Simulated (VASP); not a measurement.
Here is a VASP 6.6.1 calculation.

POSCAR

```
Pt
1.0
    2.7124895831      0.0000000000      0.0000000000
   -1.3562447916      2.3490848865      0.0000000000
    0.0000000000      0.0000000000      9.9561665296
Pt
4
Direct
    0.3333333333      0.6666666667      0.3806037481
    0.6666666667      0.3333333333      0.8806037481
    0.6666666667      0.3333333333      0.6193962519
    0.3333333333      0.6666666667      0.1193962519
```

Contents of INCAR.step1:

```
SYSTEM = Pt
PREC = Accurate ; ENCUT = 520
ISMEAR = 0 ; SIGMA = 0.1
LREAL = .False. ; LASPH = .True.
NELM = 100 ; NBANDS = 28
GGA = PE ; ALGO = Normal
EDIFF = 1E-4 ; LWAVE = .True.
LCHARG = .False.
```

INCAR.step2

```
SYSTEM = Pt
PREC = Accurate ; ENCUT = 520
EDIFF = 1E-7 ; ISMEAR = 0
SIGMA = 0.1 ; LREAL = .False.
LASPH = .True. ; NELM = 100
ALGO = Normal ; ISIF = 2
LWAVE = .False. ; LCHARG = .True.
METAGGA = R2SCAN ; LMIXTAU = .True.
LELF = .True. ; LVHAR = .True.
NBANDS = 28 ; ISTART = 1
```

File KPOINTS:

```
regular mesh
0
Gamma
  9 9 2
  0 0 0
```

Potentials or basis: VASP PAW PBE potentials, release 64 (Pt).

Launch:

```bash
$ cat potpaw_PBE.64/Pt/POTCAR > POTCAR
$ cp INCAR.step1 INCAR
$ mpirun -np 1 vasp_std > vasp.out
$ cp INCAR.step2 INCAR
$ mpirun -np 1 vasp_std > vasp.out
```

(1) What does it give for the band gap on the k mesh?

(2) Estimate the pressure.

(3) What does it give for the largest force?

Answers

(1) zero (band 20 reaches 10.91 eV, above the bottom of band 21 at 8.84 eV).

(2) 0.6 GPa.

(3) 0.008 eV/Å.

Caveat: the PAW data sets were made with another functional, which shifts forces and pressure a little; spin-orbit coupling is left out, which moves the levels of the heavy elements.
